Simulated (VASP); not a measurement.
A run of VASP 6.6.1 is set up as follows.

File INCAR:

```
PREC     = Accurate       # precision mode
ENCUT    = 520            # plane-wave cutoff, eV
EDIFF    = 1E-7           # SCF threshold, eV
ISMEAR   = -1             # smearing method
SIGMA    = 0.27211386245988 # smearing width, eV
LREAL    = F              # projectors in reciprocal space
LASPH    = T              # aspherical terms in the spheres
NELM     = 150            # most SCF steps
ALGO     = Normal         # electronic algorithm
ISIF     = 2              # what is computed and relaxed
LWAVE    = F              # write WAVECAR
LCHARG   = T              # write CHGCAR
LNONCOLLINEAR= T              # non-collinear magnetism
MAGMOM   = 0 0 2 0.174 0 1.992 # initial moments
LORBIT   = 11             # projections on sites
LMAXMIX  = 4              # l up to which the mixer works
GGA      = PE             # functional
LVHAR    = T            
NBANDS   = 28             # bands
```

The input KPOINTS:

```
Automatic mesh
0
Gamma
  2 2 2
```

Contents of POSCAR:

```
Fe
1.0
    2.8660000000      0.0000000000      0.0000000000
    0.0000000000      2.8660000000      0.0000000000
    0.0000000000      0.0000000000      2.8660000000
Fe
2
Direct
   -0.0069783671      0.0000000000      0.0000000000
    0.5200000000      0.5000000000      0.5000000000
```

Potentials or basis: VASP PAW PBE potentials, release 64 (Fe).

Run with:

```bash
$ cat potpaw_PBE.64/Fe/POTCAR > POTCAR
$ mpirun -np 1 vasp_ncl > vasp.out
```

**Question.** Predict the band gap on the k mesh.

**Answer.** Zero (bands 16 and 17 overlap by 0.43 eV).

**Question.** What does it give for the largest force?

**Answer.** 0.156 eV/Å.

**Question.** Predict the pressure.

**Answer.** 9.6 GPa.

Moments on the atoms (μB; x, y, z):
```
Fe  0.10 0.00 2.26
Fe  0.10 0.00 2.26
```

Caveat: the k points lie up to 1.10 Å⁻¹ apart.
